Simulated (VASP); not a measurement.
# CaF2 (Fm-3m) in VASP: further runs, part 2 of 2

VASP 6.6.1. Earlier steps stand in the parts before.

## 4. Electric field gradients, PBEsol (13.45 Å³/atom)

This run uses another cell than the first one, of 13.45 Å³/atom.

File INCAR:

```
ALGO = Normal ; EDIFF = 1E-8
ENCUT = 520 ; GGA = PS
GGA_COMPAT = False ; ISIF = 2
ISMEAR = -1 ; LASPH = True
LCHARG = False ; LEFG = True
LREAL = False ; LWAVE = False
NBANDS = 19 ; NELM = 120
PREC = Accurate ; SIGMA = 0.02
```

File KPOINTS:

```
k-points
0
Gamma
  8 8 8
```

File POSCAR:

```
CaF2
1.0
    0.0000000000      2.7221153164      2.7221153164
    2.7221153164      0.0000000000      2.7221153164
    2.7221153164      2.7221153164      0.0000000000
Ca F
1 2
Direct
    0.0000000000      0.0000000000      0.0000000000
    0.2500000000      0.2500000000      0.2500000000
    0.7500000000      0.7500000000      0.7500000000
```

Potentials or basis: VASP PAW PBE potentials, release 64 (Ca_sv, F).

Launch:

```console
> cat potpaw_PBE.64/Ca_sv/POTCAR potpaw_PBE.64/F/POTCAR > POTCAR
> mpirun -np 1 vasp_std > vasp.out
```

OUTCAR:

```text
EDIFF = 1E-8
   ENCUT = 520
   GGA = PS
   ISIF = 2
   ISMEAR = -1
   LASPH = True
   LREAL = False
   NELM = 120
   PREC = Accurate

 ion  position               nearest neighbor table
   1  0.000  0.000  0.000-   3 2.36   3 2.36   3 2.36   2 2.36   3 2.36   2 2.36   2 2.36   2 2.36

   2  0.250  0.250  0.250-   1 2.36   1 2.36   1 2.36   1 2.36
   3  0.750  0.750  0.750-   1 2.36   1 2.36   1 2.36   1 2.36

  LATTYP: Found a face centered cubic cell.
 ALAT       =     5.4442306328

  Lattice vectors:

 A1 = (   0.0000000000,   2.7221153164,   2.7221153164)
 A2 = (   2.7221153164,   0.0000000000,   2.7221153164)
 A3 = (   2.7221153164,   2.7221153164,   0.0000000000)

Analysis of symmetry for initial positions (statically):
=====================================================================
 Subroutine PRICEL returns:
 Original cell was already a primitive cell.

 Routine SETGRP: Setting up the symmetry group for a
 face centered cubic supercell.

 Subroutine GETGRP returns: Found 48 space group operations
 (whereof 48 operations were pure point group operations)
 out of a pool of 48 trial point group operations.

The static configuration has the point symmetry O_h .

Analysis of symmetry for dynamics (positions and initial velocities):
=====================================================================
 Subroutine PRICEL returns:
 Original cell was already a primitive cell.

 Routine SETGRP: Setting up the symmetry group for a
 face centered cubic supercell.

 Subroutine GETGRP returns: Found 48 space group operations
 (whereof 48 operations were pure point group operations)
 out of a pool of 48 trial point group operations.

The dynamic configuration has the point symmetry O_h .

 Subroutine INISYM returns: Found 48 space group operations
 (whereof 48 operations are pure point group operations),
 and found     1 'primitive' translations

----------------------------------------------------------------------------------------

                                     Primitive cell

  volume of cell :      40.3413

  direct lattice vectors                    reciprocal lattice vectors
     0.000000000  2.722115316  2.722115316    -0.183680683  0.183680683  0.183680683
     2.722115316  0.000000000  2.722115316     0.183680683 -0.183680683  0.183680683
     2.722115316  2.722115316  0.000000000     0.183680683  0.183680683 -0.183680683

  length of vectors
     3.849652399  3.849652399  3.849652399     0.318144275  0.318144275  0.318144275

  position of ions in fractional coordinates (direct lattice)
     0.000000000  0.000000000  0.000000000
     0.250000000  0.250000000  0.250000000
     0.750000000  0.750000000  0.750000000

  ion indices of the primitive-cell ions
   primitive index   ion index
                 1           1
                 2           2
                 3           3

----------------------------------------------------------------------------------------

 KPOINTS: k-points

Automatic generation of k-mesh.
[... 77 lines left out ...]
   NELECT =      24.0000    total number of electrons
   NUPDOWN=      -1.0000    fix difference up-down
   EMIN   =  10.00;   EMAX   =-10.00  energy-range for DOS
   EFERMI =   0.00;   METHOD = LEGACY
   ISMEAR =    -1;   SIGMA  =   0.02  broadening in eV -4-tet -1-fermi 0-gaus
   EFERMI_NEDOS =   21; number of points for ismear=-14 and -15
   IALGO  =     38    algorithm
   IMIX   =      4    mixing-type and parameters
     AMIX     =   0.40;   BMIX     =  1.00
     AMIX_MAG =   1.60;   BMIX_MAG =  1.00
  volume/ion in A,a.u.               =      13.45        90.75
  Fermi-wavevector in a.u.,A,eV,Ry     =   1.376878  2.601922 25.793822  1.895792
  Thomas-Fermi vector in A             =   2.502082
   LORBIT       =      0    0 simple, 1 ext, 2 COOP (PROOUT), +10 PAW based schemes
   GGA     = PS    functional components
   LHFCALC =     F    Hartree Fock is set to
   AEXX    =    0.0000 exact exchange contribution
   IVDW    =     0    specifies the selected vdW correction
   LEPSILON=     F    determine dielectric tensor
   LRPA    =     F    only Hartree local field effects (RPA)
 non-spin polarized calculation
  energy-cutoff  :      520.00
  volume of cell :       40.34
 maximum number of plane-waves:      1106
 NGX is ok and might be reduce to    30
   NGX = 15   NGY = 15   NGZ = 15

 number of electron      23.9999984 magnetization

 Free energy of the ion-electron system (eV)
  ---------------------------------------------------
  ext. energy  EPLUGINS =         0.00000000
  ---------------------------------------------------
  free energy    TOTEN  =       -17.90022001 eV

  energy without entropy =      -17.90022001  energy(sigma->0) =      -17.90022001

 E-fermi :  -0.6381     XC(G=0):  -9.9483

 val. band max:       -1.0300799457   @ k =   0.5000   0.5000   0.0000
 cond. band min:       6.1180051394   @ k =   0.0000   0.0000   0.0000
 fundamental gap:      7.1480850851
 Fermi energy:        -0.6381346140

 k-point     1 :       0.0000    0.0000    0.0000
  band No.  band energies     occupation
      1     -36.7966      2.00000
      2     -20.8761      2.00000
      3     -20.0720      2.00000
      4     -17.8208      2.00000
      5     -17.8208      2.00000
      6     -17.8208      2.00000
[... 505 lines left out ...]
      6     -17.3936      2.00000
[... 11 lines left out ...]
     18      11.4331      0.00000
     19      13.1344      0.00000

 [... further k-points ...]

------------------------ aborting loop because EDIFF is reached ----------------------------------------

  FORCE on cell =-STRESS in cart. coord.  units (eV):
  Direction    XX          YY          ZZ          XY          YZ          ZX
  --------------------------------------------------------------------------------------
  -------------------------------------------------------------------------------------
  Total       -0.2102015     -0.2102015     -0.2102015      0.0000000     -0.0000000      0.0000000
  in kB       -8.3482752     -8.3482752     -8.3482752      0.0000000     -0.0000000      0.0000000
  external PRESSURE =      -8.3482752 kB  Pullay stress =       0.0000000 kB

 VOLUME and BASIS-vectors are now :
 -----------------------------------------------------------------------------
  energy-cutoff  :      520.00
  volume of cell :       40.34
      direct lattice vectors                 reciprocal lattice vectors
     0.000000000  2.722115316  2.722115316    -0.183680683  0.183680683  0.183680683
     2.722115316  0.000000000  2.722115316     0.183680683 -0.183680683  0.183680683
     2.722115316  2.722115316  0.000000000     0.183680683  0.183680683 -0.183680683

 POSITION                                       TOTAL-FORCE (eV/Angst)
 -----------------------------------------------------------------------------------
      0.00000      0.00000      0.00000         0.000000     -0.000000     -0.000000
      1.36106      1.36106      1.36106        -0.000000     -0.000000     -0.000000
      4.08317      4.08317      4.08317         0.000000      0.000000      0.000000
 -----------------------------------------------------------------------------------
    total drift:                                0.000000     -0.000000      0.000000

  FREE ENERGIE OF THE ION-ELECTRON SYSTEM (eV)
  ---------------------------------------------------
  free  energy   TOTEN  =       -17.9002200083 eV

  energy  without entropy=      -17.9002200083  energy(sigma->0) =      -17.90022001

 Electric field gradients (V/A^2)
---------------------------------------------------------------------
 ion       V_xx      V_yy      V_zz      V_xy      V_xz      V_yz
---------------------------------------------------------------------
   1       0.000     0.000    -0.000    -0.000    -0.000    -0.000
   2      -0.000     0.000    -0.000    -0.002    -0.002    -0.002
   3      -0.000     0.000    -0.000    -0.002    -0.002    -0.002
---------------------------------------------------------------------

 Electric field gradients after diagonalization (V/A^2)
 (convention: |V_zz| > |V_xx| > |V_yy|)
----------------------------------------------------------------------
 ion       V_xx      V_yy      V_zz     asymmetry (V_yy - V_xx)/ V_zz
----------------------------------------------------------------------
   1       0.000     0.000    -0.001       0.000
   2       0.002     0.002    -0.005       0.000
   3       0.002     0.002    -0.005       0.000
----------------------------------------------------------------------

           NMR quadrupolar parameters

 Cq : quadrupolar parameter    Cq=e*Q*V_zz/h
 eta: asymmetry parameters     (V_yy - V_xx)/ V_zz
 Q  : nuclear electric quadrupole moment in mb (millibarn)
----------------------------------------------------------------------
 ion       Cq(MHz)       eta       Q (mb)
----------------------------------------------------------------------
   1      -0.000       0.000       1.000
   2      -0.000       0.000       1.000
   3      -0.000       0.000       1.000
----------------------------------------------------------------------
```

It took 18 s on 1 thread of AMD EPYC 9R45 (Zen 5), shared host; peak memory 0.15 GiB.

Results:

```
Free energy                             : -17.9002 eV
Pressure                                : -0.8 GPa
Band gap on the k mesh                  : 7.15 eV (least direct gap 7.41 eV)
Largest electric field gradient by atom : zero within the noise of the run
```

Caveat: the PAW data sets were made with another functional, which shifts forces and pressure a little. A k mesh can miss the band edges.

## 5. Electric field gradients, PBEsol (13.45 Å³/atom)

This run uses another cell than the first one, of 13.45 Å³/atom.

File INCAR:

```
SYSTEM = CaF2
PREC     = Accurate       ! precision mode
ENCUT    = 520            ! plane-wave cutoff, eV
EDIFF    = 1E-8           ! SCF threshold, eV
ISMEAR   = -1             ! smearing method
SIGMA    = 0.02           ! smearing width, eV
LREAL    = .FALSE.        ! projectors in reciprocal space
LASPH    = .TRUE.         ! aspherical terms in the spheres
NELM     = 120            ! most SCF steps
ALGO     = Normal         ! electronic algorithm
ISIF     = 2              ! what is computed and relaxed
LWAVE    = .FALSE.        ! write WAVECAR
LCHARG   = .FALSE.        ! write CHGCAR
GGA      = PS             ! functional
LEFG     = .TRUE.       
NBANDS   = 19             ! bands
GGA_COMPAT= .FALSE.
```

File KPOINTS:

```
regular mesh
0
G
  8 8 8
  0 0 0
```

POSCAR is that of step 4.

Potentials or basis: VASP PAW PBE potentials, release 64 (Ca_sv, F).

Launch:

```console
> cat potpaw_PBE.64/Ca_sv/POTCAR potpaw_PBE.64/F/POTCAR > POTCAR
> mpirun -np 1 vasp_std > vasp.out
```

OUTCAR:

```text
SYSTEM = CaF2
   PREC = Accurate
   ENCUT = 520
   EDIFF = 1E-8
   ISMEAR = -1
   LREAL = .FALSE.
   LASPH = .TRUE.
   NELM = 120
   ISIF = 2
   GGA = PS

 ion  position               nearest neighbor table
   1  0.000  0.000  0.000-   3 2.36   3 2.36   3 2.36   2 2.36   3 2.36   2 2.36   2 2.36   2 2.36

   2  0.250  0.250  0.250-   1 2.36   1 2.36   1 2.36   1 2.36
   3  0.750  0.750  0.750-   1 2.36   1 2.36   1 2.36   1 2.36

  LATTYP: Found a face centered cubic cell.
 ALAT       =     5.4442306328

  Lattice vectors:

 A1 = (   0.0000000000,   2.7221153164,   2.7221153164)
 A2 = (   2.7221153164,   0.0000000000,   2.7221153164)
 A3 = (   2.7221153164,   2.7221153164,   0.0000000000)

Analysis of symmetry for initial positions (statically):
=====================================================================
 Subroutine PRICEL returns:
 Original cell was already a primitive cell.

 Routine SETGRP: Setting up the symmetry group for a
 face centered cubic supercell.

 Subroutine GETGRP returns: Found 48 space group operations
 (whereof 48 operations were pure point group operations)
 out of a pool of 48 trial point group operations.

The static configuration has the point symmetry O_h .

Analysis of symmetry for dynamics (positions and initial velocities):
=====================================================================
 Subroutine PRICEL returns:
 Original cell was already a primitive cell.

 Routine SETGRP: Setting up the symmetry group for a
 face centered cubic supercell.

 Subroutine GETGRP returns: Found 48 space group operations
 (whereof 48 operations were pure point group operations)
 out of a pool of 48 trial point group operations.

The dynamic configuration has the point symmetry O_h .

 Subroutine INISYM returns: Found 48 space group operations
 (whereof 48 operations are pure point group operations),
 and found     1 'primitive' translations

----------------------------------------------------------------------------------------

                                     Primitive cell

  volume of cell :      40.3413

  direct lattice vectors                    reciprocal lattice vectors
     0.000000000  2.722115316  2.722115316    -0.183680683  0.183680683  0.183680683
     2.722115316  0.000000000  2.722115316     0.183680683 -0.183680683  0.183680683
     2.722115316  2.722115316  0.000000000     0.183680683  0.183680683 -0.183680683

  length of vectors
     3.849652399  3.849652399  3.849652399     0.318144275  0.318144275  0.318144275

  position of ions in fractional coordinates (direct lattice)
     0.000000000  0.000000000  0.000000000
     0.250000000  0.250000000  0.250000000
     0.750000000  0.750000000  0.750000000

  ion indices of the primitive-cell ions
   primitive index   ion index
                 1           1
                 2           2
                 3           3

----------------------------------------------------------------------------------------

 KPOINTS: regular mesh

Automatic generation of k-mesh.
[... 78 lines left out ...]
   NUPDOWN=      -1.0000    fix difference up-down
   EMIN   =  10.00;   EMAX   =-10.00  energy-range for DOS
   EFERMI =   0.00;   METHOD = LEGACY
   ISMEAR =    -1;   SIGMA  =   0.02  broadening in eV -4-tet -1-fermi 0-gaus
   EFERMI_NEDOS =   21; number of points for ismear=-14 and -15
   IALGO  =     38    algorithm
   IMIX   =      4    mixing-type and parameters
     AMIX     =   0.40;   BMIX     =  1.00
     AMIX_MAG =   1.60;   BMIX_MAG =  1.00
  volume/ion in A,a.u.               =      13.45        90.75
  Fermi-wavevector in a.u.,A,eV,Ry     =   1.376878  2.601922 25.793822  1.895792
  Thomas-Fermi vector in A             =   2.502082
   LORBIT       =      0    0 simple, 1 ext, 2 COOP (PROOUT), +10 PAW based schemes
   GGA     = PS    functional components
   LHFCALC =     F    Hartree Fock is set to
   AEXX    =    0.0000 exact exchange contribution
   IVDW    =     0    specifies the selected vdW correction
   LEPSILON=     F    determine dielectric tensor
   LRPA    =     F    only Hartree local field effects (RPA)
 non-spin polarized calculation
  energy-cutoff  :      520.00
  volume of cell :       40.34
 maximum number of plane-waves:      1106
 NGX is ok and might be reduce to    30
   NGX = 15   NGY = 15   NGZ = 15

 number of electron      23.9999984 magnetization

 Free energy of the ion-electron system (eV)
  ---------------------------------------------------
  ext. energy  EPLUGINS =         0.00000000
  ---------------------------------------------------
  free energy    TOTEN  =       -17.90022001 eV

  energy without entropy =      -17.90022001  energy(sigma->0) =      -17.90022001

 E-fermi :  -0.6381     XC(G=0):  -9.9483

 val. band max:       -1.0300799457   @ k =   0.5000   0.5000   0.0000
 cond. band min:       6.1180051394   @ k =   0.0000   0.0000   0.0000
 fundamental gap:      7.1480850851
 Fermi energy:        -0.6381346140

 k-point     1 :       0.0000    0.0000    0.0000
  band No.  band energies     occupation
      1     -36.7966      2.00000
      2     -20.8761      2.00000
      3     -20.0720      2.00000
      4     -17.8208      2.00000
      5     -17.8208      2.00000
      6     -17.8208      2.00000
[... 505 lines left out ...]
      6     -17.3936      2.00000
[... 11 lines left out ...]
     18      11.4331      0.00000
     19      13.1344      0.00000

 [... further k-points ...]

------------------------ aborting loop because EDIFF is reached ----------------------------------------

  FORCE on cell =-STRESS in cart. coord.  units (eV):
  Direction    XX          YY          ZZ          XY          YZ          ZX
  --------------------------------------------------------------------------------------
  -------------------------------------------------------------------------------------
  Total       -0.2102015     -0.2102015     -0.2102015      0.0000000     -0.0000000      0.0000000
  in kB       -8.3482752     -8.3482752     -8.3482752      0.0000000     -0.0000000      0.0000000
  external PRESSURE =      -8.3482752 kB  Pullay stress =       0.0000000 kB

 VOLUME and BASIS-vectors are now :
 -----------------------------------------------------------------------------
  energy-cutoff  :      520.00
  volume of cell :       40.34
      direct lattice vectors                 reciprocal lattice vectors
     0.000000000  2.722115316  2.722115316    -0.183680683  0.183680683  0.183680683
     2.722115316  0.000000000  2.722115316     0.183680683 -0.183680683  0.183680683
     2.722115316  2.722115316  0.000000000     0.183680683  0.183680683 -0.183680683

 POSITION                                       TOTAL-FORCE (eV/Angst)
 -----------------------------------------------------------------------------------
      0.00000      0.00000      0.00000         0.000000     -0.000000     -0.000000
      1.36106      1.36106      1.36106        -0.000000     -0.000000     -0.000000
      4.08317      4.08317      4.08317         0.000000      0.000000      0.000000
 -----------------------------------------------------------------------------------
    total drift:                                0.000000     -0.000000      0.000000

  FREE ENERGIE OF THE ION-ELECTRON SYSTEM (eV)
  ---------------------------------------------------
  free  energy   TOTEN  =       -17.9002200083 eV

  energy  without entropy=      -17.9002200083  energy(sigma->0) =      -17.90022001

 Electric field gradients (V/A^2)
---------------------------------------------------------------------
 ion       V_xx      V_yy      V_zz      V_xy      V_xz      V_yz
---------------------------------------------------------------------
   1       0.000     0.000    -0.000    -0.000    -0.000    -0.000
   2      -0.000     0.000    -0.000    -0.002    -0.002    -0.002
   3      -0.000     0.000    -0.000    -0.002    -0.002    -0.002
---------------------------------------------------------------------

 Electric field gradients after diagonalization (V/A^2)
 (convention: |V_zz| > |V_xx| > |V_yy|)
----------------------------------------------------------------------
 ion       V_xx      V_yy      V_zz     asymmetry (V_yy - V_xx)/ V_zz
----------------------------------------------------------------------
   1       0.000     0.000    -0.001       0.000
   2       0.002     0.002    -0.005       0.000
   3       0.002     0.002    -0.005       0.000
----------------------------------------------------------------------

           NMR quadrupolar parameters

 Cq : quadrupolar parameter    Cq=e*Q*V_zz/h
 eta: asymmetry parameters     (V_yy - V_xx)/ V_zz
 Q  : nuclear electric quadrupole moment in mb (millibarn)
----------------------------------------------------------------------
 ion       Cq(MHz)       eta       Q (mb)
----------------------------------------------------------------------
   1      -0.000       0.000       1.000
   2      -0.000       0.000       1.000
   3      -0.000       0.000       1.000
----------------------------------------------------------------------
```

Run time: 17 s. Hardware: 1 thread of AMD EPYC 9R45 (Zen 5), shared host; peak memory 0.15 GiB.

Results:

| Property | Result |
| --- | --- |
| Free energy | -17.9002 eV |
| Pressure | -0.8 GPa |
| Band gap on the k mesh | 7.15 eV (least direct gap 7.41 eV) |
| Largest electric field gradient by atom | zero within the noise of the run |

Caveat: the PAW data sets were made with another functional, which shifts forces and pressure a little.
